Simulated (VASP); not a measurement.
Here is a VASP 6.6.1 calculation.

The input INCAR:

```
PREC = Accurate ; ENCUT = 520
EDIFF = 1E-6 ; ISMEAR = 0
SIGMA = 0.015 ; LREAL = False
LASPH = True ; NELM = 100
ALGO = Normal ; ISIF = 2
LWAVE = False ; LCHARG = False
GGA = PE ; NBANDS = 11
```

The input KPOINTS:

```
regular mesh
0
Gamma
  12 8 6
```

The input POSCAR:

```
BAs
1.0
    2.1275493300      0.0000000000      0.0000000000
    0.0000000000      3.1740629400      0.0000000000
    0.0000000000      0.0000000000      4.9509801800
B As
1 1
Direct
    0.0000000000      0.5000000000      0.0000000000
    0.5000000000      0.5000000000      0.5000000000
```

Potentials or basis: VASP PAW PBE potentials, release 64 (B, As).

The run is started by

```sh
$ cat potpaw_PBE.64/B/POTCAR potpaw_PBE.64/As/POTCAR > POTCAR
$ mpirun -np 1 vasp_std > vasp.out
```

Problem. Estimate the pressure.

Solution. 6.0 GPa.

Problem. Estimate the band gap on the k mesh.

Solution. Zero (bands 4 and 5 overlap by 4.04 eV).

Stress tensor (GPa, compression positive):
```
30.45  0.00  0.00
 0.00 -6.14  0.00
 0.00  0.00 -6.27
```

Caveat: the stress differs along the axes, from -6 to 30 GPa; this functional lacks dispersion, which binds layers or chains, so the pressure and a relaxed spacing across them are unreliable.
